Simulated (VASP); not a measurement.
A run of VASP 6.6.1 is set up as follows.

INCAR

```
PREC = Accurate
ENCUT = 520
EDIFF = 1E-6
ISMEAR = 0
SIGMA = 0.15
LREAL = F
LASPH = T
NELM = 60
ALGO = Normal
ISIF = 2
LWAVE = F
LCHARG = F
GGA = PE
IVDW = 12
NBANDS = 22
```

Contents of KPOINTS:

```
Automatic mesh
0
Gamma
  12 12 12
```

POSCAR

```
GaSb3
1.0
    0.0000000000      3.6478901005      3.6478901005
    3.6478901005      0.0000000000      3.6478901005
    3.6478901005      3.6478901005      0.0000000000
Ga Sb
1 3
Direct
   -0.0274131065     -0.0274131065      0.0274131065
    0.2500000000      0.2500000000      0.2500000000
    0.7500000000      0.7500000000      0.7500000000
    0.5000000000      0.5000000000      0.5000000000
```

Potentials or basis: VASP PAW PBE potentials, release 64 (Ga_d, Sb).

The run is started by

```console
$ cat potpaw_PBE.64/Ga_d/POTCAR potpaw_PBE.64/Sb/POTCAR > POTCAR
$ mpirun -np 1 vasp_std > vasp.out
```

(1) Predict the largest force.

(2) Estimate the dispersion energy per atom.

(3) What does it give for the band gap on the k mesh?

(4) Predict the pressure.

## Answers

(1) 0.364 eV/Å.

(2) -0.479 eV.

(3) zero (bands 14 and 15 overlap by 4.08 eV).

(4) 0.6 GPa.

Caveat: the cell differs from its parent crystal (atom 1 (Ga) moved +0.200 Å towards its neighbour atom 4 (Sb) at 3.648 Å); spin-orbit coupling is left out, which moves the levels of the heavy elements.
